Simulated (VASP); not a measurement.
# Mn (Im-3m) in VASP: a series of runs

Mn is run at these levels: PBE; tasks: single point.

All numbers are computed with VASP 6.6.1; they aren't measurements. Logs are shortened: lines on timing, memory, paths and dates and some standing lists are left out, and cuts for length are marked.

## Step 1: The cell of the first run

It takes space group Im-3m (No. 229, cubic). Conventional cell: a = 2.667 Å, b = 2.667 Å, c = 2.667 Å, α = 90.00°, β = 90.00°, γ = 90.00°. Mn (site symmetry m-3m) has 14 Mn at 2.31 to 2.67 Å within 3.1 Å.

## Step 2: Single point, PBE, collinear spin, ferromagnetic start (volume scaled by 0.88)

INCAR reads:

```
PREC     = Accurate       # precision mode
ENCUT    = 520            # plane-wave cutoff, eV
EDIFF    = 1E-6           # SCF threshold, eV
ISMEAR   = -1             # smearing method
SIGMA    = 0.05           # smearing width, eV
LREAL    = False          # projectors in reciprocal space
LASPH    = True           # aspherical terms in the spheres
NELM     = 150            # most SCF steps
ALGO     = Normal         # electronic algorithm
ISIF     = 2              # what is computed and relaxed
LWAVE    = False          # write WAVECAR
LCHARG   = True           # write CHGCAR
ISPIN    = 2              # spin polarisation
MAGMOM   = -0.785 -0.785  # initial moments
LORBIT   = 11             # projections on sites
LMAXMIX  = 4              # l up to which the mixer works
GGA      = PE             # functional
LELF     = True           # ELF
LVHAR    = True         
NBANDS   = 24             # bands
```

KPOINTS reads:

```
regular mesh
0
Gamma
  13 13 13
```

POSCAR reads:

```
Mn
1.0
    2.6668629883      0.0000000000      0.0000000000
    0.0000000000      2.6668629883      0.0000000000
    0.0000000000      0.0000000000      2.6668629883
Mn
2
Direct
    0.0000000000      0.0000000000      0.0000000000
    0.5000000000      0.5000000000      0.5000000000
```

Potentials or basis: VASP PAW PBE potentials, release 64 (Mn_pv).

Launch:

```
$ cat potpaw_PBE.64/Mn_pv/POTCAR > POTCAR
$ mpirun -np 1 vasp_std > vasp.out
```

OUTCAR:

```text
PREC = Accurate
   ENCUT = 520
   EDIFF = 1E-6
   ISMEAR = -1
   LREAL = False
   LASPH = True
   NELM = 150
   ISIF = 2
   ISPIN = 2
   LORBIT = 11
   GGA = PE

 ion  position               nearest neighbor table
   1  0.000  0.000  0.000-   2 2.31   2 2.31   2 2.31   2 2.31   2 2.31   2 2.31   2 2.31   2 2.31

   2  0.500  0.500  0.500-   1 2.31   1 2.31   1 2.31   1 2.31   1 2.31   1 2.31   1 2.31   1 2.31

  LATTYP: Found a simple cubic cell.
 ALAT       =     2.6668629883

  Lattice vectors:

 A1 = (   2.6668629883,   0.0000000000,   0.0000000000)
 A2 = (   0.0000000000,   2.6668629883,   0.0000000000)
 A3 = (   0.0000000000,   0.0000000000,   2.6668629883)

Analysis of symmetry for initial positions (statically):
=====================================================================
 Subroutine PRICEL returns following result:

  LATTYP: Found a body centered cubic cell.
 ALAT       =     2.6668629883

  Lattice vectors:

 A1 = (   1.3334314942,   1.3334314942,  -1.3334314941)
 A2 = (  -1.3334314942,   1.3334314941,   1.3334314941)
 A3 = (   1.3334314942,  -1.3334314941,   1.3334314942)

   2 primitive cells build up your supercell.

 Routine SETGRP: Setting up the symmetry group for a
 simple cubic supercell.

 Subroutine GETGRP returns: Found 48 space group operations
 (whereof 48 operations were pure point group operations)
 out of a pool of 48 trial point group operations.

The static configuration has the point symmetry O_h .

Analysis of symmetry for dynamics (positions and initial velocities):
=====================================================================
 Subroutine PRICEL returns following result:

  LATTYP: Found a body centered cubic cell.
 ALAT       =     2.6668629883

  Lattice vectors:

 A1 = (   1.3334314942,   1.3334314942,  -1.3334314941)
 A2 = (  -1.3334314942,   1.3334314941,   1.3334314941)
 A3 = (   1.3334314942,  -1.3334314941,   1.3334314942)

   2 primitive cells build up your supercell.

 Routine SETGRP: Setting up the symmetry group for a
 simple cubic supercell.

 Subroutine GETGRP returns: Found 48 space group operations
 (whereof 48 operations were pure point group operations)
 out of a pool of 48 trial point group operations.

The dynamic configuration has the point symmetry O_h .

Analysis of structural, dynamic, and magnetic symmetry:
=====================================================================
 Subroutine PRICEL returns following result:

  LATTYP: Found a body centered cubic cell.
 ALAT       =     2.6668629883

  Lattice vectors:

 A1 = (   1.3334314942,   1.3334314942,  -1.3334314941)
 A2 = (  -1.3334314942,   1.3334314941,   1.3334314941)
 A3 = (   1.3334314942,  -1.3334314941,   1.3334314942)

   2 primitive cells build up your supercell.

 Routine SETGRP: Setting up the symmetry group for a
 simple cubic supercell.

 Subroutine GETGRP returns: Found 48 space group operations
 (whereof 48 operations were pure point group operations)
 out of a pool of 48 trial point group operations.

The overall configuration has the point symmetry O_h .

 Subroutine INISYM returns: Found 48 space group operations
 (whereof 48 operations are pure point group operations),
 and found     2 'primitive' translations

----------------------------------------------------------------------------------------

                                     Primitive cell

  volume of cell :       9.4836

  direct lattice vectors                    reciprocal lattice vectors
     1.333431494  1.333431494 -1.333431494     0.374972394  0.374972394  0.000000000
    -1.333431494  1.333431494  1.333431494    -0.000000000  0.374972394  0.374972394
     1.333431494 -1.333431494  1.333431494     0.374972394  0.000000000  0.374972394

  length of vectors
     2.309571096  2.309571096  2.309571096     0.530291046  0.530291046  0.530291046

  position of ions in fractional coordinates (direct lattice)
     0.000000000  0.000000000  0.000000000

  ion indices of the primitive-cell ions
   primitive index   ion index
                 1           1

----------------------------------------------------------------------------------------

 KPOINTS: regular mesh

Automatic generation of k-mesh.
 Grid dimensions read from file:
 generate k-points for:   13   13   13

 Generating k-lattice:

  Cartesian coordinates                     Fractional coordinates (reciprocal lattice)
     0.028844030  0.000000000  0.000000000     0.076923077  0.000000000  0.000000000
     0.000000000  0.028844030  0.000000000     0.000000000  0.076923077  0.000000000
     0.000000000  0.000000000  0.028844030     0.000000000  0.000000000  0.076923077

  Length of vectors
     0.028844030  0.028844030  0.028844030

  Shift w.r.t. Gamma in fractional coordinates (k-lattice)
     0.000000000  0.000000000  0.000000000

 Subroutine IBZKPT returns following result:
 ===========================================

 Found     84 irreducible k-points:

 Following reciprocal coordinates:
            Coordinates               Weight
  0.000000  0.000000  0.000000      1.000000
  0.076923  0.000000  0.000000      6.000000
  0.153846  0.000000  0.000000      6.000000
  0.230769  0.000000  0.000000      6.000000
  0.307692  0.000000  0.000000      6.000000
  0.384615  0.000000  0.000000      6.000000
[... 16 lines left out ...]
  0.307692  0.307692  0.000000     12.000000
  0.384615  0.307692  0.000000     24.000000
 [... further k-points ...]
   k-points           NKPTS =     84   k-points in BZ     NKDIM =     84   number of bands    NBANDS=     24
   number of dos      NEDOS =    301   number of ions     NIONS =      2
   total plane-waves  NPLWV =   8000
   dimension x,y,z NGX =    20 NGY =   20 NGZ =   20
   dimension x,y,z NGXF=    40 NGYF=   40 NGZF=   40
   ions per type =               2
   NGX,Y,Z   is equivalent  to a cutoff of  12.47, 12.47, 12.47 a.u.
   NGXF,Y,Z  is equivalent  to a cutoff of  24.94, 24.94, 24.94 a.u.
 SYSTEM =  unknown system
   PREC   = accura    normal or accurate (medium, high low for compatibility)
   ISTART =      0    job   : 0-new  1-cont  2-samecut
   ICHARG =      2    charge: 1-file 2-atom 10-const
   ISPIN  =      2    spin polarized calculation?
   LNONCOLLINEAR =      F non collinear calculations
   LSORBIT =      F    spin-orbit coupling
   LASPH  =      T    aspherical Exc in radial PAW
   ENCUT  =  520.0 eV  38.22 Ry    6.18 a.u.   4.96  4.96  4.96*2*pi/ulx,y,z
   NELM   =    150;   NELMIN=  2; NELMDL= -5     # of ELM steps
   EDIFF  = 0.1E-05   stopping-criterion for ELM
   LREAL  =      F    real-space projection
   EDIFFG = 0.1E-04   stopping-criterion for IOM
   NSW    =      0    number of steps for IOM
   IBRION =     -1    ionic relax: 0-MD 1-quasi-New 2-CG
   NFREE  =      0    steps in history (QN), initial steepest desc. (CG)
   ISIF   =      2    stress and relaxation
   ISYM   =      2    0-nonsym 1-usesym 2-fastsym
   POTIM  = 0.5000    time-step for ionic-motion
   TEBEG  =    0.0;   TEEND  =   0.0 temperature during run
   PSTRESS=    0.0 pullay stress
   NELECT =      26.0000    total number of electrons
   NUPDOWN=      -1.0000    fix difference up-down
   EMIN   =  10.00;   EMAX   =-10.00  energy-range for DOS
   EFERMI =   0.00;   METHOD = LEGACY
   ISMEAR =    -1;   SIGMA  =   0.05  broadening in eV -4-tet -1-fermi 0-gaus
   EFERMI_NEDOS =   21; number of points for ismear=-14 and -15
   IALGO  =     38    algorithm
   IMIX   =      4    mixing-type and parameters
     AMIX     =   0.40;   BMIX     =  1.00
     AMIX_MAG =   1.60;   BMIX_MAG =  1.00
  volume/ion in A,a.u.               =       9.48        64.00
  Fermi-wavevector in a.u.,A,eV,Ry     =   1.818578  3.436614 44.997536  3.307226
  Thomas-Fermi vector in A             =   2.875543
   LORBIT       =     11    0 simple, 1 ext, 2 COOP (PROOUT), +10 PAW based schemes
   GGA     = PE    functional components
   LHFCALC =     F    Hartree Fock is set to
   AEXX    =    0.0000 exact exchange contribution
   IVDW    =     0    specifies the selected vdW correction
   LEPSILON=     F    determine dielectric tensor
   LRPA    =     F    only Hartree local field effects (RPA)
 spin polarized calculation
  energy-cutoff  :      520.00
  volume of cell :       18.97
 maximum number of plane-waves:       523
 NGX is ok and might be reduce to    20
   NGX =  9   NGY =  9   NGZ =  9

 number of electron      26.0000054 magnetization      -0.0514828

 number of electron      26.0000054 magnetization       0.0054814

 Free energy of the ion-electron system (eV)
  ---------------------------------------------------
  ext. energy  EPLUGINS =         0.00000000
  ---------------------------------------------------
  free energy    TOTEN  =       -17.35204094 eV

  energy without entropy =      -17.32115845  energy(sigma->0) =      -17.33659969

 E-fermi :  12.7965     XC(G=0): -14.7979

 val. band max:       12.7949944240   @ k =   0.2308   0.2308   0.0000
 cond. band min:      12.8144276536   @ k =   0.1538   0.0769   0.0000
 fundamental gap:      0.0194332296
 Fermi energy:        12.7964577982

 spin component 1

 k-point     1 :       0.0000    0.0000    0.0000
  band No.  band energies     occupation
      1     -35.9545      1.00000
      2     -35.9545      1.00000
      3     -35.9545      1.00000
      4     -35.1799      1.00000
      5     -35.1799      1.00000
      6     -35.1799      1.00000
[... 637 lines left out ...]
     23      33.0638      0.00000
     24      37.9427      0.00000

 [... further k-points ...]

 spin component 2

 k-point     1 :       0.0000    0.0000    0.0000
  band No.  band energies     occupation
      1     -35.9516      1.00000
      2     -35.9516      1.00000
      3     -35.9516      1.00000
      4     -35.1769      1.00000
      5     -35.1769      1.00000
      6     -35.1769      1.00000
[... 637 lines left out ...]
     23      33.0641      0.00000
     24      37.9437      0.00000

 [... further k-points ...]

------------------------ aborting loop because EDIFF is reached ----------------------------------------

  FORCE on cell =-STRESS in cart. coord.  units (eV):
  Direction    XX          YY          ZZ          XY          YZ          ZX
  --------------------------------------------------------------------------------------
  -------------------------------------------------------------------------------------
  Total        5.6070851      5.6070851      5.6070851      0.0000000      0.0000000      0.0000000
  in kB      473.6369919    473.6369919    473.6369919      0.0000000      0.0000000      0.0000000
  external PRESSURE =     473.6369919 kB  Pullay stress =       0.0000000 kB

 VOLUME and BASIS-vectors are now :
 -----------------------------------------------------------------------------
  energy-cutoff  :      520.00
  volume of cell :       18.97
      direct lattice vectors                 reciprocal lattice vectors
     2.666862988  0.000000000  0.000000000     0.374972394  0.000000000  0.000000000
     0.000000000  2.666862988  0.000000000     0.000000000  0.374972394  0.000000000
     0.000000000  0.000000000  2.666862988     0.000000000  0.000000000  0.374972394

 POSITION                                       TOTAL-FORCE (eV/Angst)
 -----------------------------------------------------------------------------------
      0.00000      0.00000      0.00000         0.000000      0.000000      0.000000
      1.33343      1.33343      1.33343        -0.000000     -0.000000     -0.000000
 -----------------------------------------------------------------------------------
    total drift:                               -0.000000      0.000000     -0.000000

  FREE ENERGIE OF THE ION-ELECTRON SYSTEM (eV)
  ---------------------------------------------------
  free  energy   TOTEN  =       -17.3520409417 eV

  energy  without entropy=      -17.3211584482  energy(sigma->0) =      -17.33659969

 total charge

# of ion       s       p       d       tot
------------------------------------------
    1        0.471   6.503   5.281  12.255
    2        0.471   6.503   5.281  12.255
--------------------------------------------------
tot          0.941  13.007  10.562  24.510

 magnetization (x)

# of ion       s       p       d       tot
------------------------------------------
    1       -0.000  -0.000   0.003   0.003
    2       -0.000  -0.000   0.003   0.003
--------------------------------------------------
tot         -0.000  -0.000   0.005   0.005
```

Wall time 46 s (1 thread of Intel Xeon Platinum 8559C (Emerald Rapids), shared host); peak memory 0.17 GiB.

Results:

```yaml
Free_energy: -17.3520 eV
Pressure: 47.4 GPa
Band_gap_on_the_k_mesh: zero (filled and empty bands overlap)
Net_moment: 0.01 μB per cell
Valence_electrons_inside_the_program's_atomic_spheres: Mn 12.26
```

Levels at points of the mesh, in eV from the Fermi level:
Spin up:
| k point | band 10 | band 11 | band 12 | band 13 | band 14 | band 15 | band 16 | band 17 |
| --- | --- | --- | --- | --- | --- | --- | --- | --- |
| (0.00, 0.00, 0.00) | -1.91 | -1.91 | -1.91 | 0.38 | 0.38 | 1.87 | 1.87 | 1.87 |
Spin down:
| k point | band 9 | band 10 | band 11 | band 12 | band 13 | band 14 | band 15 | band 16 | band 17 | band 18 |
| --- | --- | --- | --- | --- | --- | --- | --- | --- | --- | --- |
| (0.00, 0.00, 0.00) | -5.76 | -1.90 | -1.90 | -1.90 | 0.38 | 0.38 | 1.87 | 1.87 | 1.87 | 11.73 |

[end of part 1 of 2]
